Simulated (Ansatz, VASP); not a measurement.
Ni: VASP beside Ansatz

```xyz
1
Lattice="0.0000 1.7597 1.7597 1.7597 0.0000 1.7597 1.7597 1.7597 0.0000" Properties=species:S:1:pos:R:3 pbc="T T T"
Ni    0.0000    0.0000    0.0000
```

Alike in both runs: task single point; functional PBE; k mesh 4 × 4 × 4; occupations fermi-dirac, width 0.05 eV; collinear spin.

|  | VASP | Ansatz |
| --- | --- | --- |
| version | VASP 6.6.1 | Ansatz 0.2.0 |
| potentials or method | VASP PAW PBE potentials, release 64 (Ni), cutoff 520 eV | plane waves (420 eV) with PAW, scalar-relativistic |
| valence electrons in the cell | 10 | 18 |

```tsv
	VASP	Ansatz	Ansatz less VASP
pressure (GPa)	-3.4	-3.4	+0.07
net moment per atom (μB)	0.59	0.59	0.000
size of the moment on the site where the two differ most (μB)	0.61	0.64	+0.028
```

Site moments also hang on the region over which each program counts them. VASP's potentials hold 10 valence electrons a cell and Ansatz's 18, so a difference there can come from the potentials and not from the codes.

The k mesh is coarse, so the values compare programs but aren't converged.
